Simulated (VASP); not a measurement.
# HgTe (I-4m2) in VASP: further runs

Runs on HgTe. Level: LDA. Tasks: single point.

Program: VASP 6.6.1. These are calculated values, not measurements. Logs are shortened: lines on timing, memory, paths and dates and some standing lists are left out, and cuts for length are marked.

## Step 1: The cell of the first run

Symmetry: I-4m2, No. 119, tetragonal system. The conventional cell has a = 6.009 Å, b = 6.009 Å, c = 3.077 Å, α = 90.00°, β = 90.00°, γ = 90.00°. Within 4.0 Å of Hg (site symmetry -4m2) lie 2 Hg at 3.08 Å and 8 Te at 3.10 to 3.79 Å. Within 4.0 Å of Te (site symmetry -4m2) lie 2 Te at 3.08 Å and 8 Hg at 3.10 to 3.79 Å.

## Step 2: Single point, LDA

File INCAR:

```
ALGO = Normal
EDIFF = 1E-7
ENCUT = 520
GGA = CA
ISIF = 2
ISMEAR = -1
LASPH = True
LCHARG = False
LREAL = False
LWAVE = False
NBANDS = 16
NELM = 80
PREC = Accurate
SIGMA = 0.05
```

File KPOINTS:

```
k-points
0
Gamma
  10 10 10
```

File POSCAR:

```
HgTe
1.0
   -3.0044411569      3.0044411569      1.5383343083
    3.0044411569     -3.0044411569      1.5383343083
    3.0044411569      3.0044411569     -1.5383343083
Hg Te
1 1
Direct
    0.7500000000      0.2500000000      0.5000000000
    0.0000000000      0.0000000000      0.0000000000
```

Potentials or basis: VASP PAW LDA potentials, release 64 (Hg, Te).

Launch:

```sh
$ cat potpaw_LDA.64/Hg/POTCAR potpaw_LDA.64/Te/POTCAR > POTCAR
$ mpirun -np 1 vasp_std > vasp.out
```

OUTCAR:

```text
EDIFF = 1E-7
   ENCUT = 520
   GGA = CA
   ISIF = 2
   ISMEAR = -1
   LASPH = True
   LREAL = False
   NELM = 80
   PREC = Accurate

 ion  position               nearest neighbor table
   1  0.750  0.250  0.500-   2 3.10   2 3.10   2 3.10   2 3.10
   2  0.000  0.000  0.000-   1 3.10   1 3.10   1 3.10   1 3.10

  LATTYP: Found a body centered tetragonal cell.
 ALAT       =     6.0088823138
 C/A-ratio  =     0.5120201155

  Lattice vectors:

 A1 = (  -3.0044411569,   3.0044411569,   1.5383343083)
 A2 = (   3.0044411569,  -3.0044411569,   1.5383343083)
 A3 = (   3.0044411569,   3.0044411569,  -1.5383343083)

Analysis of symmetry for initial positions (statically):
=====================================================================
 Subroutine PRICEL returns:
 Original cell was already a primitive cell.

 Routine SETGRP: Setting up the symmetry group for a
 body centered tetragonal supercell.

 Subroutine GETGRP returns: Found  8 space group operations
 (whereof  8 operations were pure point group operations)
 out of a pool of 16 trial point group operations.

The static configuration has the point symmetry D_2d.

Analysis of symmetry for dynamics (positions and initial velocities):
=====================================================================
 Subroutine PRICEL returns:
 Original cell was already a primitive cell.

 Routine SETGRP: Setting up the symmetry group for a
 body centered tetragonal supercell.

 Subroutine GETGRP returns: Found  8 space group operations
 (whereof  8 operations were pure point group operations)
 out of a pool of 16 trial point group operations.

The dynamic configuration has the point symmetry D_2d.

 Subroutine INISYM returns: Found  8 space group operations
 (whereof  8 operations are pure point group operations),
 and found     1 'primitive' translations

----------------------------------------------------------------------------------------

                                     Primitive cell

  volume of cell :      55.5441

  direct lattice vectors                    reciprocal lattice vectors
    -3.004441157  3.004441157  1.538334308     0.000000000  0.166420300  0.325026880
     3.004441157 -3.004441157  1.538334308     0.166420300  0.000000000  0.325026880
     3.004441157  3.004441157 -1.538334308     0.166420300  0.166420300  0.000000000

  length of vectors
[... 74 lines left out ...]
   ISTART =      0    job   : 0-new  1-cont  2-samecut
   ICHARG =      2    charge: 1-file 2-atom 10-const
   ISPIN  =      1    spin polarized calculation?
   LNONCOLLINEAR =      F non collinear calculations
   LSORBIT =      F    spin-orbit coupling
   LASPH  =      T    aspherical Exc in radial PAW
   ENCUT  =  520.0 eV  38.22 Ry    6.18 a.u.   8.40  8.40  8.40*2*pi/ulx,y,z
   NELM   =     80;   NELMIN=  2; NELMDL= -5     # of ELM steps
   EDIFF  = 0.1E-06   stopping-criterion for ELM
   LREAL  =      F    real-space projection
   EDIFFG = 0.1E-05   stopping-criterion for IOM
   NSW    =      0    number of steps for IOM
   IBRION =     -1    ionic relax: 0-MD 1-quasi-New 2-CG
   NFREE  =      0    steps in history (QN), initial steepest desc. (CG)
   ISIF   =      2    stress and relaxation
   ISYM   =      2    0-nonsym 1-usesym 2-fastsym
   POTIM  = 0.5000    time-step for ionic-motion
   TEBEG  =    0.0;   TEEND  =   0.0 temperature during run
   PSTRESS=    0.0 pullay stress
   NELECT =      18.0000    total number of electrons
   NUPDOWN=      -1.0000    fix difference up-down
   EMIN   =  10.00;   EMAX   =-10.00  energy-range for DOS
   EFERMI =   0.00;   METHOD = LEGACY
   ISMEAR =    -1;   SIGMA  =   0.05  broadening in eV -4-tet -1-fermi 0-gaus
   EFERMI_NEDOS =   21; number of points for ismear=-14 and -15
   IALGO  =     38    algorithm
   IMIX   =      4    mixing-type and parameters
     AMIX     =   0.40;   BMIX     =  1.00
     AMIX_MAG =   1.60;   BMIX_MAG =  1.00
  volume/ion in A,a.u.               =      27.77       187.42
  Fermi-wavevector in a.u.,A,eV,Ry     =   1.124483  2.124965 17.204055  1.264462
  Thomas-Fermi vector in A             =   2.261155
   LORBIT       =      0    0 simple, 1 ext, 2 COOP (PROOUT), +10 PAW based schemes
   GGA     = CA    functional components
   LHFCALC =     F    Hartree Fock is set to
   AEXX    =    0.0000 exact exchange contribution
   IVDW    =     0    specifies the selected vdW correction
   LEPSILON=     F    determine dielectric tensor
   LRPA    =     F    only Hartree local field effects (RPA)
 non-spin polarized calculation
  energy-cutoff  :      520.00
  volume of cell :       55.54
 maximum number of plane-waves:      1525
 NGX is ok and might be reduce to    36
   NGX = 17   NGY = 17   NGZ = 17

 number of electron      17.9999999 magnetization

 Free energy of the ion-electron system (eV)
  ---------------------------------------------------
  ext. energy  EPLUGINS =         0.00000000
  ---------------------------------------------------
  free energy    TOTEN  =        -4.73955045 eV

  energy without entropy =       -4.72895291  energy(sigma->0) =       -4.73425168

 E-fermi :   4.6589     XC(G=0): -10.2832

 val. band max:        4.6581735554   @ k =  -0.4000   0.5000   0.1000
 cond. band min:       4.7168576497   @ k =  -0.1000  -0.4000   0.1000
 fundamental gap:      0.0586840944
 Fermi energy:         4.6588568892

 k-point     1 :       0.0000    0.0000    0.0000
  band No.  band energies     occupation
      1      -8.0373      2.00000
      2      -2.9542      2.00000
      3      -2.1914      2.00000
      4      -2.1006      2.00000
      5      -1.6197      2.00000
      6      -1.6197      2.00000
[... 433 lines left out ...]
      3      -2.2380      2.00000
      4      -2.0075      2.00000
      5      -1.9187      2.00000
      6      -1.9019      2.00000
[... 8 lines left out ...]
     15      14.6810      0.00000
     16      15.8348      0.00000

 [... further k-points ...]
[... 5 lines left out ...]
  --------------------------------------------------------------------------------------
  -------------------------------------------------------------------------------------
  Total       -1.6361366     -1.6361366      0.0290047      0.0000000     -0.0000000      0.0000000
  in kB      -47.1945699    -47.1945699      0.8366453      0.0000000     -0.0000000      0.0000000
  external PRESSURE =     -31.1841649 kB  Pullay stress =       0.0000000 kB

 VOLUME and BASIS-vectors are now :
 -----------------------------------------------------------------------------
  energy-cutoff  :      520.00
  volume of cell :       55.54
      direct lattice vectors                 reciprocal lattice vectors
    -3.004441157  3.004441157  1.538334308     0.000000000  0.166420300  0.325026880
     3.004441157 -3.004441157  1.538334308     0.166420300  0.000000000  0.325026880
     3.004441157  3.004441157 -1.538334308     0.166420300  0.166420300  0.000000000

 POSITION                                       TOTAL-FORCE (eV/Angst)
 -----------------------------------------------------------------------------------
      0.00000      3.00444      0.76917         0.000000     -0.000000     -0.000000
      0.00000      0.00000      0.00000        -0.000000      0.000000      0.000000
 -----------------------------------------------------------------------------------
    total drift:                               -0.000000      0.000000     -0.000000

  FREE ENERGIE OF THE ION-ELECTRON SYSTEM (eV)
  ---------------------------------------------------
  free  energy   TOTEN  =        -4.7395504509 eV

  energy  without entropy=       -4.7289529067  energy(sigma->0) =       -4.73425168
```

OSZICAR:

```text
N       E                     dE             d eps       ncg     rms          rms(c)
DAV:   1     0.991644185155E+02    0.99164E+02   -0.79532E+03  3264   0.980E+02
DAV:   2    -0.187039772985E+01   -0.10103E+03   -0.93658E+02  3808   0.230E+02
DAV:   3    -0.490635643166E+01   -0.30360E+01   -0.30252E+01  4144   0.399E+01
DAV:   4    -0.492005772587E+01   -0.13701E-01   -0.13700E-01  4072   0.290E+00
DAV:   5    -0.492022235360E+01   -0.16463E-03   -0.16463E-03  4296   0.325E-01    0.794E+00
DAV:   6    -0.474803032740E+01    0.17219E+00   -0.35578E-01  3864   0.754E+00    0.549E+00
DAV:   7    -0.474137622733E+01    0.66541E-02   -0.38300E-02  3808   0.142E+00    0.194E+00
DAV:   8    -0.473962809180E+01    0.17481E-02   -0.34913E-03  3808   0.624E-01    0.260E-01
DAV:   9    -0.473954689106E+01    0.81201E-04   -0.25824E-04  4240   0.160E-01    0.671E-02
DAV:  10    -0.473954976061E+01   -0.28695E-05   -0.18210E-05  3984   0.381E-02    0.348E-02
DAV:  11    -0.473955047895E+01   -0.71834E-06   -0.30621E-06  4280   0.149E-02    0.200E-03
DAV:  12    -0.473955045088E+01    0.28063E-07   -0.25585E-07  3776   0.360E-03
   1 F= -.47395505E+01 E0= -.47342517E+01  d E =-.105975E-01
```

stdout:

```text
POSCAR found type information on POSCAR HgTe
 POSCAR found :  2 types and       2 ions
 scaLAPACK will be used
 LDA part: xc-table for (Slater(with rela. corr.)+CA(PZ))
 , standard interpolation
 POSCAR, INCAR and KPOINTS ok, starting setup
 FFT: planning ... GRIDC
 FFT: planning ... GRID_SOFT
 FFT: planning ... GRID
 WAVECAR not read
 entering main loop
```

Run time: 91 s. Hardware: 1 thread of Intel Xeon 6975P-C, shared host; peak memory 0.24 GiB.

What came out:

```yaml
Free_energy: -4.7396 eV
Pressure: -3.1 GPa
Band_gap_on_the_k_mesh: zero (band 9 reaches 6.28 eV, above the bottom of band 10 at 2.68 eV)
```

Caveat: spin-orbit coupling is left out, which moves the levels of the heavy elements.

## Step 3: Single point, LDA

This run uses another cell than the first one, of 28.35 Å³/atom, 1.021 times its volume.

File INCAR:

```
SYSTEM = HgTe
ALGO = Normal
EDIFF = 1E-6
ENCUT = 520
ISIF = 2
ISMEAR = -1
LASPH = .True.
LCHARG = .True.
LELF = .True.
LREAL = .False.
LVHAR = .True.
LWAVE = .False.
NBANDS = 16
NELM = 100
PREC = Accurate
SIGMA = 0.05
```

File KPOINTS:

```
k-points
0
Gamma
  10 10 10
  0 0 0
```

File POSCAR:

```
HgTe
1.0
   -3.0251620955      3.0251620955      1.5489438457
    3.0251620955     -3.0251620955      1.5489438457
    3.0251620955      3.0251620955     -1.5489438457
Hg Te
1 1
Direct
    0.7500000000      0.2500000000      0.5000000000
    0.0000000000      0.0000000000      0.0000000000
```

Potentials or basis: VASP PAW LDA potentials, release 64 (Hg, Te).

Launch:

```sh
$ cat potpaw_LDA.64/Hg/POTCAR potpaw_LDA.64/Te/POTCAR > POTCAR
$ mpirun -np 1 vasp_std > vasp.out
```

OUTCAR:

```text
SYSTEM = HgTe
   EDIFF = 1E-6
   ENCUT = 520
   ISIF = 2
   ISMEAR = -1
   LASPH = .True.
   LREAL = .False.
   NELM = 100
   PREC = Accurate

 ion  position               nearest neighbor table
   1  0.750  0.250  0.500-   2 3.12   2 3.12   2 3.12   2 3.12
   2  0.000  0.000  0.000-   1 3.12   1 3.12   1 3.12   1 3.12

  LATTYP: Found a body centered tetragonal cell.
 ALAT       =     6.0503241910
 C/A-ratio  =     0.5120201156

  Lattice vectors:

 A1 = (  -3.0251620955,   3.0251620955,   1.5489438457)
 A2 = (   3.0251620955,  -3.0251620955,   1.5489438457)
 A3 = (   3.0251620955,   3.0251620955,  -1.5489438457)

Analysis of symmetry for initial positions (statically):
=====================================================================
 Subroutine PRICEL returns:
 Original cell was already a primitive cell.

 Routine SETGRP: Setting up the symmetry group for a
 body centered tetragonal supercell.

 Subroutine GETGRP returns: Found  8 space group operations
 (whereof  8 operations were pure point group operations)
 out of a pool of 16 trial point group operations.

The static configuration has the point symmetry D_2d.

Analysis of symmetry for dynamics (positions and initial velocities):
=====================================================================
[... 155 lines left out ...]

  energy without entropy =       -4.70378156  energy(sigma->0) =       -4.70900792

 E-fermi :   4.4186     XC(G=0): -10.1871

 val. band max:        4.4104532927   @ k =   0.2000   0.1000   0.0000
 cond. band min:       4.4329851523   @ k =  -0.4000   0.5000   0.1000
 fundamental gap:      0.0225318597
 Fermi energy:         4.4186218928

 k-point     1 :       0.0000    0.0000    0.0000
  band No.  band energies     occupation
      1      -8.1282      2.00000
      2      -3.0823      2.00000
      3      -2.3427      2.00000
      4      -2.2595      2.00000
      5      -1.8019      2.00000
      6      -1.8019      2.00000
[... 433 lines left out ...]
      3      -2.3871      2.00000
      4      -2.1694      2.00000
      5      -2.0871      2.00000
      6      -2.0731      2.00000
[... 8 lines left out ...]
     15      14.3716      0.00000
     16      15.5259      0.00000

 [... further k-points ...]
[... 5 lines left out ...]
  --------------------------------------------------------------------------------------
  -------------------------------------------------------------------------------------
  Total       -1.9213532     -1.9213532     -0.3584240      0.0000000      0.0000000      0.0000000
  in kB      -54.2906240    -54.2906240    -10.1277911      0.0000000      0.0000000      0.0000000
  external PRESSURE =     -39.5696797 kB  Pullay stress =       0.0000000 kB

 VOLUME and BASIS-vectors are now :
 -----------------------------------------------------------------------------
  energy-cutoff  :      520.00
  volume of cell :       56.70
      direct lattice vectors                 reciprocal lattice vectors
    -3.025162095  3.025162095  1.548943846     0.000000000  0.165280400  0.322800598
     3.025162095 -3.025162095  1.548943846     0.165280400  0.000000000  0.322800598
     3.025162095  3.025162095 -1.548943846     0.165280400  0.165280400  0.000000000

 POSITION                                       TOTAL-FORCE (eV/Angst)
 -----------------------------------------------------------------------------------
      0.00000      3.02516      0.77447         0.000000     -0.000000      0.000000
      0.00000      0.00000      0.00000        -0.000000      0.000000     -0.000000
 -----------------------------------------------------------------------------------
    total drift:                               -0.000000      0.000000     -0.000000

  FREE ENERGIE OF THE ION-ELECTRON SYSTEM (eV)
  ---------------------------------------------------
  free  energy   TOTEN  =        -4.7142342782 eV

  energy  without entropy=       -4.7037815556  energy(sigma->0) =       -4.70900792
```

Run time: 81 s. Hardware: 1 thread of Intel Xeon 6975P-C, shared host; peak memory 0.24 GiB.

What came out:

* Free energy: -4.7142 eV
* Pressure: -4.0 GPa
* Band gap on the k mesh: zero (band 9 reaches 5.98 eV, above the bottom of band 10 at 2.50 eV)

Caveat: spin-orbit coupling is left out, which moves the levels of the heavy elements.

[end of part 1 of 2]
